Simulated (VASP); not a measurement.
## B3N2: single point with PBE

The system is B3N2.

```
B N
1.0
     2.89765    0.00000    0.00000
    -1.44883    2.50944    0.00000
     0.00000    0.00000    4.50828
B N
3 2
Direct
  0.00000 0.00000 0.00000
  0.33333 0.66667 0.64500
  0.66667 0.33333 0.35500
  0.33333 0.66667 0.24500
  0.66667 0.33333 0.75500
```

```yaml
Program: VASP 6.6.1
Task: single point
Functional: PBE
Potentials_or_basis: VASP PAW PBE potentials, release 64 (B, N)
Cutoff: 600 eV
k_mesh: 6 × 6 × 4
Occupations: gaussian, width 0.1 eV
Spin: collinear spin, ferromagnetic start
Starting_moments: "[0.0, 0.0, 0.0, 1.0, 1.0] μB"
```

- Pressure: 13.7 GPa
- Largest force: 2.700 eV/Å
- Net moment: 0.00 μB per cell
- Valence electrons inside the program's atomic spheres: B 1.60, 1.67 (each value once); N 3.65

Forces on the atoms (eV/Å):
```
B    0.000  0.000  0.000
B    0.000  0.000  0.322
B    0.000  0.000 -0.322
N    0.000  0.000  2.700
N    0.000  0.000 -2.700
```

Stress tensor (GPa, compression positive):
```
 9.84  0.00  0.00
 0.00  9.84  0.00
 0.00  0.00 21.35
```

Levels at points of the mesh, in eV from the Fermi level:
Spin up:
```tsv
k point	band 6	band 7	band 8	band 9	band 10	band 11	band 12	band 13	band 14	band 15
(0.00, 0.00, 0.00)	-5.58	-5.58	-4.82	-1.27	-1.11	0.25	0.25	2.98	2.98	3.66
(0.50, 0.00, 0.00)	-9.90	-8.48	-6.72	-2.34	-0.24	0.29	1.20	4.38	4.91	5.06
(0.00, 0.00, 0.50)	-7.05	-5.78	-5.78	-1.05	-0.22	-0.22	0.47	2.41	2.41	3.10
(0.50, 0.00, 0.50)	-8.23	-7.55	-7.33	-2.53	-1.50	-0.01	1.09	3.98	5.04	5.39
```
Spin down:
| k point | band 8 | band 9 | band 10 | band 11 | band 12 | band 13 |
| --- | --- | --- | --- | --- | --- | --- |
| (0.00, 0.00, 0.00) | -4.82 | -1.27 | -1.10 | 0.25 | 0.25 | 2.98 |
| (0.50, 0.00, 0.00) | -6.72 | -2.34 | -0.24 | 0.29 | 1.20 | 4.38 |
| (0.00, 0.00, 0.50) | -5.78 | -1.05 | -0.22 | -0.22 | 0.47 | 2.41 |
| (0.50, 0.00, 0.50) | -7.33 | -2.53 | -1.50 | -0.01 | 1.10 | 3.98 |

It took 45 s on 1 thread of Intel Xeon 8259CL, with other jobs on the host, peak memory 0.17 GiB.

Caveat: the k points lie up to 0.42 Å⁻¹ apart; forces of over 1 eV/Å act on the atoms, so gaps and moduli don't describe the material at rest.
